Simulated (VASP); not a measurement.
Wanted: the native input for a VASP 6.6.1 run.

```
Task                   : single point
Functional             : r2SCAN
Potentials or basis    : VASP PAW PBE potentials, release 64 (Hf_pv, C)
Cutoff                 : 520 eV
k mesh                 : 12 × 12 × 12
Occupations            : gaussian, width 0.05 eV
Spin                   : no spin polarisation
Dipole correction      : no
Further INCAR settings : ALGO = Normal; EDIFF = 1e-07; NBANDS = 14
```

Crystal: HfC.

```
Hf C
1.0
     0.00000    2.32500    2.32500
     2.32500    0.00000    2.32500
     2.32500    2.32500    0.00000
Hf C
1 1
Direct
  0.50000 0.50000 0.50000
  0.00000 0.00000 0.00000
```

These files were run (other wordings do the same):

POSCAR

```
HfC
1.0
    0.0000000000      2.3250013489      2.3250013489
    2.3250013489      0.0000000000      2.3250013489
    2.3250013489      2.3250013489      0.0000000000
Hf C
1 1
Direct
    0.5000000000      0.5000000000      0.5000000000
    0.0000000000      0.0000000000      0.0000000000
```

INCAR.step1

```
SYSTEM = HfC
  ALGO = Normal
  EDIFF = 1E-4
  ENCUT = 520
  GGA = PE
  ISMEAR = 0
  LASPH = .TRUE.
  LCHARG = .FALSE.
  LREAL = .FALSE.
  LWAVE = .TRUE.
  NBANDS = 14
  NELM = 100
  PREC = Accurate
  SIGMA = 0.05
```

INCAR.step2

```
SYSTEM = HfC
  ALGO = Normal
  EDIFF = 1E-7
  ENCUT = 520
  ISIF = 2
  ISMEAR = 0
  ISTART = 1
  LASPH = .TRUE.
  LCHARG = .FALSE.
  LMIXTAU = .TRUE.
  LREAL = .FALSE.
  LWAVE = .FALSE.
  METAGGA = R2SCAN
  NBANDS = 14
  NELM = 100
  PREC = Accurate
  SIGMA = 0.05
```

KPOINTS

```
k-points
0
G
  12 12 12
  0 0 0
```

Potentials or basis: VASP PAW PBE potentials, release 64 (Hf_pv, C).

Run with:

```console
$ cat potpaw_PBE.64/Hf_pv/POTCAR potpaw_PBE.64/C/POTCAR > POTCAR
$ cp INCAR.step1 INCAR
$ mpirun -np 1 vasp_std > vasp.out
$ cp INCAR.step2 INCAR
$ mpirun -np 1 vasp_std > vasp.out
```

Results of the run:

```json
{
  "Pressure": "-2.5 GPa",
  "Band gap on the k mesh": "zero (band 7 reaches 6.90 eV, above the bottom of band 8 at 5.47 eV)"
}
```

Caveat: the PAW data sets were made with another functional, which shifts forces and pressure a little; spin-orbit coupling is left out, which moves the levels of the heavy elements.

Wall time 29 s on 1 thread of Intel(R) Xeon(R) 6975P-C (Granite Rapids), on a shared host, peak memory 0.16 GiB.
